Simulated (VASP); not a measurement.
# WAu (F-43m) in VASP: further runs

WAu is run at these levels: HSE06, PBEsol-based screened hybrid with 25 % exact exchange, r2SCAN0; tasks: single point.

Program: VASP 6.6.1. These are calculated values, not measurements. Logs are shortened: lines on timing, memory, paths and dates and some standing lists are left out, and cuts for length are marked.

**1. The cell of the first run**

Symmetry: F-43m, No. 216, cubic system. Conventional cell: a = 5.818 Å, b = 5.818 Å, c = 5.818 Å, α = 90.00°, β = 90.00°, γ = 90.00°. Within 3.3 Å of W (site symmetry -43m) lie 4 Au at 2.52 Å. Within 3.3 Å of Au (site symmetry -43m) lie 4 W at 2.52 Å.

**2. Single point, HSE06**

Input file POSCAR:

```
WAu
1.0
    0.0000000000      2.9092100000      2.9092100000
    2.9092100000      0.0000000000      2.9092100000
    2.9092100000      2.9092100000      0.0000000000
W Au
1 1
Direct
    0.0000000000      0.0000000000      0.0000000000
    0.7500000000      0.7500000000      0.7500000000
```

Input file INCAR.step1:

```
SYSTEM = WAu
PREC     = Accurate       ! precision mode
ENCUT    = 520            ! plane-wave cutoff, eV
EDIFF    = 1E-5           ! SCF threshold, eV
ISMEAR   = -1             ! smearing method
SIGMA    = 0.05           ! smearing width, eV
LREAL    = .FALSE.        ! projectors in reciprocal space
LASPH    = .TRUE.         ! aspherical terms in the spheres
NELM     = 80             ! most SCF steps
ALGO     = Normal         ! electronic algorithm
ISIF     = 2              ! what is computed and relaxed
LWAVE    = .TRUE.         ! write WAVECAR
LCHARG   = .FALSE.        ! write CHGCAR
GGA      = PE             ! functional
NBANDS   = 20             ! bands
```

Input file INCAR.step2:

```
SYSTEM = WAu
PREC     = Accurate       ! precision mode
ENCUT    = 520            ! plane-wave cutoff, eV
EDIFF    = 1E-7           ! SCF threshold, eV
ISMEAR   = -1             ! smearing method
SIGMA    = 0.05           ! smearing width, eV
LREAL    = .FALSE.        ! projectors in reciprocal space
LASPH    = .TRUE.         ! aspherical terms in the spheres
NELM     = 80             ! most SCF steps
ALGO     = Normal         ! electronic algorithm
ISIF     = 2              ! what is computed and relaxed
LWAVE    = .FALSE.        ! write WAVECAR
LCHARG   = .FALSE.        ! write CHGCAR
GGA      = PE             ! functional
LHFCALC  = .TRUE.         ! exact exchange
HFSCREEN = 0.2079         ! screening, 1/A
PRECFOCK = Normal       
ISTART   = 1            
NBANDS   = 20             ! bands
```

Input file KPOINTS:

```
Automatic mesh
0
G
  4 4 4
  0 0 0
```

Potentials or basis: VASP PAW PBE potentials, release 64 (W_sv, Au).

Started as:

```sh
> cat potpaw_PBE.64/W_sv/POTCAR potpaw_PBE.64/Au/POTCAR > POTCAR
> cp INCAR.step1 INCAR
> mpirun -np 1 vasp_std > vasp.out
> cp INCAR.step2 INCAR
> mpirun -np 1 vasp_std > vasp.out
```

OUTCAR:

```text
SYSTEM = WAu
   PREC = Accurate
   ENCUT = 520
   EDIFF = 1E-7
   ISMEAR = -1
   LREAL = .FALSE.
   LASPH = .TRUE.
   NELM = 80
   ISIF = 2
   GGA = PE
   LHFCALC = .TRUE.
   HFSCREEN = 0.2079
   PRECFOCK = Normal
   ISTART = 1

 ion  position               nearest neighbor table
   1  0.000  0.000  0.000-   2 2.52   2 2.52   2 2.52   2 2.52
   2  0.750  0.750  0.750-   1 2.52   1 2.52   1 2.52   1 2.52

  LATTYP: Found a face centered cubic cell.
 ALAT       =     5.8184200000

  Lattice vectors:

 A1 = (   0.0000000000,   2.9092100000,   2.9092100000)
 A2 = (   2.9092100000,   0.0000000000,   2.9092100000)
 A3 = (   2.9092100000,   2.9092100000,   0.0000000000)

Analysis of symmetry for initial positions (statically):
=====================================================================
 Subroutine PRICEL returns:
 Original cell was already a primitive cell.

 Routine SETGRP: Setting up the symmetry group for a
 face centered cubic supercell.

 Subroutine GETGRP returns: Found 24 space group operations
 (whereof 24 operations were pure point group operations)
 out of a pool of 48 trial point group operations.

The static configuration has the point symmetry T_d .

Analysis of symmetry for dynamics (positions and initial velocities):
=====================================================================
 Subroutine PRICEL returns:
 Original cell was already a primitive cell.

 Routine SETGRP: Setting up the symmetry group for a
 face centered cubic supercell.

 Subroutine GETGRP returns: Found 24 space group operations
 (whereof 24 operations were pure point group operations)
 out of a pool of 48 trial point group operations.

The dynamic configuration has the point symmetry T_d .

 Subroutine INISYM returns: Found 24 space group operations
 (whereof 24 operations are pure point group operations),
 and found     1 'primitive' translations

----------------------------------------------------------------------------------------

                                     Primitive cell

  volume of cell :      49.2442

  direct lattice vectors                    reciprocal lattice vectors
     0.000000000  2.909210000  2.909210000    -0.171867964  0.171867964  0.171867964
     2.909210000  0.000000000  2.909210000     0.171867964 -0.171867964  0.171867964
     2.909210000  2.909210000  0.000000000     0.171867964  0.171867964 -0.171867964

  length of vectors
     4.114244238  4.114244238  4.114244238     0.297684046  0.297684046  0.297684046

  position of ions in fractional coordinates (direct lattice)
     0.000000000  0.000000000  0.000000000
     0.750000000  0.750000000  0.750000000

  ion indices of the primitive-cell ions
   primitive index   ion index
                 1           1
                 2           2

----------------------------------------------------------------------------------------

 KPOINTS: Automatic mesh

Automatic generation of k-mesh.
 Grid dimensions read from file:
 generate k-points for:    4    4    4

 Generating k-lattice:

  Cartesian coordinates                     Fractional coordinates (reciprocal lattice)
    -0.042966991  0.042966991  0.042966991     0.250000000  0.000000000  0.000000000
     0.042966991 -0.042966991  0.042966991     0.000000000  0.250000000  0.000000000
     0.042966991  0.042966991 -0.042966991     0.000000000  0.000000000  0.250000000

  Length of vectors
     0.074421012  0.074421012  0.074421012

  Shift w.r.t. Gamma in fractional coordinates (k-lattice)
     0.000000000  0.000000000  0.000000000

 Subroutine IBZKPT returns following result:
 ===========================================

 Found      8 irreducible k-points:

 Following reciprocal coordinates:
            Coordinates               Weight
  0.000000  0.000000  0.000000      1.000000
  0.250000  0.000000  0.000000      8.000000
  0.500000  0.000000  0.000000      4.000000
  0.250000  0.250000  0.000000      6.000000
  0.500000  0.250000  0.000000     24.000000
 -0.250000  0.250000  0.000000     12.000000
  0.500000  0.500000  0.000000      3.000000
 -0.250000  0.500000  0.250000      6.000000
   k-points           NKPTS =      8   k-points in BZ     NKDIM =     64   number of bands    NBANDS=     20
   number of dos      NEDOS =    301   number of ions     NIONS =      2
   total plane-waves  NPLWV =  32768
   dimension x,y,z NGX =    32 NGY =   32 NGZ =   32
   dimension x,y,z NGXF=    64 NGYF=   64 NGZF=   64
   ions per type =               1   1
   NGX,Y,Z   is equivalent  to a cutoff of  12.93, 12.93, 12.93 a.u.
   NGXF,Y,Z  is equivalent  to a cutoff of  25.86, 25.86, 25.86 a.u.
 SYSTEM =  WAu
   PREC   = accura    normal or accurate (medium, high low for compatibility)
   ISTART =      1    job   : 0-new  1-cont  2-samecut
   ICHARG =      0    charge: 1-file 2-atom 10-const
   ISPIN  =      1    spin polarized calculation?
   LNONCOLLINEAR =      F non collinear calculations
   LSORBIT =      F    spin-orbit coupling
   LASPH  =      T    aspherical Exc in radial PAW
   ENCUT  =  520.0 eV  38.22 Ry    6.18 a.u.   7.65  7.65  7.65*2*pi/ulx,y,z
   NELM   =     80;   NELMIN=  2; NELMDL=  0     # of ELM steps
   EDIFF  = 0.1E-06   stopping-criterion for ELM
   LREAL  =      F    real-space projection
   EDIFFG = 0.1E-05   stopping-criterion for IOM
   NSW    =      0    number of steps for IOM
   IBRION =     -1    ionic relax: 0-MD 1-quasi-New 2-CG
   NFREE  =      0    steps in history (QN), initial steepest desc. (CG)
   ISIF   =      2    stress and relaxation
   ISYM   =      3    0-nonsym 1-usesym 2-fastsym
   POTIM  = 0.5000    time-step for ionic-motion
   TEBEG  =    0.0;   TEEND  =   0.0 temperature during run
   PSTRESS=    0.0 pullay stress
   NELECT =      25.0000    total number of electrons
   NUPDOWN=      -1.0000    fix difference up-down
   EMIN   =  10.00;   EMAX   =-10.00  energy-range for DOS
   EFERMI =   0.00;   METHOD = LEGACY
   ISMEAR =    -1;   SIGMA  =   0.05  broadening in eV -4-tet -1-fermi 0-gaus
   EFERMI_NEDOS =   21; number of points for ismear=-14 and -15
   IALGO  =     38    algorithm
   IMIX   =      1    mixing-type and parameters
     AMIX     =   0.40;   BMIX     =  1.00
     AMIX_MAG =   1.60;   BMIX_MAG =  1.00
  volume/ion in A,a.u.               =      24.62       166.16
  Fermi-wavevector in a.u.,A,eV,Ry     =   1.305980  2.467944 23.205866  1.705583
  Thomas-Fermi vector in A             =   2.436812
   LORBIT       =      0    0 simple, 1 ext, 2 COOP (PROOUT), +10 PAW based schemes
   GGA     = PE    functional components
   LHFCALC =     T    Hartree Fock is set to
   PRECFOCK=normal    Normal, Fast or Accurate (Low or Medium for compatibility)
   ENCUT4O =  -1.0   cutoff for four orbital integrals eV
   NKREDX  =     1    reduce k-point grid by
   NKREDY  =     1    reduce k-point grid by
   NKREDZ  =     1    reduce k-point grid by
   AEXX    =    0.2500 exact exchange contribution
   HFSCREEN=    0.2079 screening length (either q_TF or 0.3 A-1)
   HFSCREENC=   0.2079 screening length for correlation (either q_TF or 0.3 A-1)
   ENCUTFOCK=  -1.0 apply spherical cutoff to Coloumb kernel
   IVDW    =     0    specifies the selected vdW correction
   LEPSILON=     F    determine dielectric tensor
   LRPA    =     F    only Hartree local field effects (RPA)
 non-spin polarized calculation
  energy-cutoff  :      520.00
  volume of cell :       49.24
 maximum number of plane-waves:      1363
 NGX is ok and might be reduce to    32
  NGX = 24; NGY = 24; NGZ = 24

 number of electron      25.0000000 magnetization

 Free energy of the ion-electron system (eV)
  ---------------------------------------------------
  ext. energy  EPLUGINS =         0.00000000
  ---------------------------------------------------
  free energy    TOTEN  =       -13.63026131 eV

  energy without entropy =      -13.58116261  energy(sigma->0) =      -13.60571196

 E-fermi :   5.3133     XC(G=0):  -8.8241

 val. band max:        5.2622103951   @ k =   0.5000   0.2500   0.0000
 cond. band min:       5.3254050741   @ k =   0.5000   0.2500   0.0000
 fundamental gap:      0.0631946790
 Fermi energy:         5.3133243232

 k-point     1 :       0.0000    0.0000    0.0000
  band No.  band energies     occupation
      1     -73.3106      2.00000
      2     -35.9954      2.00000
      3     -35.9954      2.00000
      4     -35.9954      2.00000
      5      -3.0390      2.00000
      6      -1.3469      2.00000
[... 12 lines left out ...]
     19      17.2584      0.00000
     20      17.2584      0.00000

 k-point     2 :       0.2500    0.0000    0.0000
  band No.  band energies     occupation
      1     -73.3097      2.00000
      2     -36.0135      2.00000
      3     -35.9965      2.00000
      4     -35.9964      2.00000
      5      -2.1515      2.00000
      6      -1.4934      2.00000
[... 12 lines left out ...]
     19      15.4757      0.00000
     20      17.5980      0.00000

 k-point     3 :       0.5000    0.0000    0.0000
  band No.  band energies     occupation
      1     -73.3087      2.00000
      2     -36.0326      2.00000
      3     -35.9974      2.00000
      4     -35.9974      2.00000
      5      -1.7704      2.00000
      6      -1.3075      2.00000
[... 12 lines left out ...]
     19      14.5366      0.00000
     20      18.4825      0.00000

 k-point     4 :       0.2500    0.2500    0.0000
  band No.  band energies     occupation
      1     -73.3093      2.00000
      2     -36.0137      2.00000
      3     -36.0002      2.00000
      4     -36.0002      2.00000
      5      -1.9687      2.00000
      6      -1.5511      2.00000
[... 12 lines left out ...]
     19      15.1436      0.00000
     20      15.8184      0.00000

 k-point     5 :       0.5000    0.2500    0.0000
  band No.  band energies     occupation
      1     -73.3083      2.00000
      2     -36.0274      2.00000
      3     -36.0070      2.00000
      4     -36.0011      2.00000
      5      -1.8202      2.00000
      6      -1.5982      2.00000
[... 12 lines left out ...]
     19      15.4795      0.00000
     20      18.6357      0.00000

 k-point     6 :      -0.2500    0.2500    0.0000
  band No.  band energies     occupation
      1     -73.3087      2.00000
      2     -36.0221      2.00000
      3     -36.0083      2.00000
      4     -35.9973      2.00000
      5      -1.6570      2.00000
      6      -1.6059      2.00000
[... 12 lines left out ...]
     19      15.6654      0.00000
     20      18.0996      0.00000

 k-point     7 :       0.5000    0.5000    0.0000
  band No.  band energies     occupation
      1     -73.3081      2.00000
      2     -36.0340      2.00000
      3     -36.0052      2.00000
      4     -36.0052      2.00000
      5      -1.8568      2.00000
      6      -1.5820      2.00000
[... 12 lines left out ...]
     19      15.4680      0.00000
     20      16.0660      0.00000

 k-point     8 :      -0.2500    0.5000    0.2500
  band No.  band energies     occupation
      1     -73.3080      2.00000
      2     -36.0252      2.00000
      3     -36.0137      2.00000
      4     -36.0042      2.00000
      5      -1.8015      2.00000
      6      -1.7614      2.00000
[... 12 lines left out ...]
     19      18.4583      0.00000
     20      18.5393      0.00000

------------------------ aborting loop because EDIFF is reached ----------------------------------------

  FORCE on cell =-STRESS in cart. coord.  units (eV):
  Direction    XX          YY          ZZ          XY          YZ          ZX
  --------------------------------------------------------------------------------------
  -------------------------------------------------------------------------------------
  Total       -1.1843798     -1.1843798     -1.1843798      0.0000000      0.0000000      0.0000000
  in kB      -38.5342021    -38.5342021    -38.5342021      0.0000000      0.0000000      0.0000000
  external PRESSURE =     -38.5342021 kB  Pullay stress =       0.0000000 kB

 VOLUME and BASIS-vectors are now :
 -----------------------------------------------------------------------------
  energy-cutoff  :      520.00
  volume of cell :       49.24
      direct lattice vectors                 reciprocal lattice vectors
     0.000000000  2.909210000  2.909210000    -0.171867964  0.171867964  0.171867964
     2.909210000  0.000000000  2.909210000     0.171867964 -0.171867964  0.171867964
     2.909210000  2.909210000  0.000000000     0.171867964  0.171867964 -0.171867964

 POSITION                                       TOTAL-FORCE (eV/Angst)
 -----------------------------------------------------------------------------------
      0.00000      0.00000      0.00000         0.000000      0.000000      0.000000
      4.36381      4.36381      4.36381        -0.000000     -0.000000     -0.000000
 -----------------------------------------------------------------------------------
    total drift:                                0.000000     -0.000002     -0.000000

  FREE ENERGIE OF THE ION-ELECTRON SYSTEM (eV)
  ---------------------------------------------------
  free  energy   TOTEN  =       -13.6302613089 eV

  energy  without entropy=      -13.5811626134  energy(sigma->0) =      -13.60571196
```

Run time: 6.1 min. Hardware: 1 thread of Intel Xeon 6975P-C (Granite Rapids), shared host; peak memory 0.3 GiB.

Results:

```
Free energy            : -13.6303 eV
Pressure               : -3.9 GPa
Band gap on the k mesh : zero (an odd number of electrons rules out a gap without spin polarisation)
```

Levels at points of the mesh, in eV from the Fermi level:
```
           k point  band 9  band 10  band 11  band 12  band 13  band 14  band 15  band 16  band 17  band 18
(0.00, 0.00, 0.00)   -6.54    -6.54    -0.98    -0.98    -0.98     1.97     1.97     9.21    11.91    11.95
(0.50, 0.00, 0.00)   -6.46    -5.58    -2.05    -0.32    -0.32     1.73     1.73     2.43     8.57     8.57
(0.50, 0.50, 0.00)   -5.90    -4.45    -3.07     0.76     1.53     1.70     1.70     3.32     3.81     3.81
```

Caveat: the k points lie up to 0.47 Å⁻¹ apart, too coarse for converged energies and pressures of a metal; the PAW data sets were made with another functional, which shifts forces and pressure a little; spin-orbit coupling is left out, which moves the levels of the heavy elements.

(Continued in part 2 of 2.)

The gap in the log of VASP goes by the Fermi energy; the results here count the filled bands.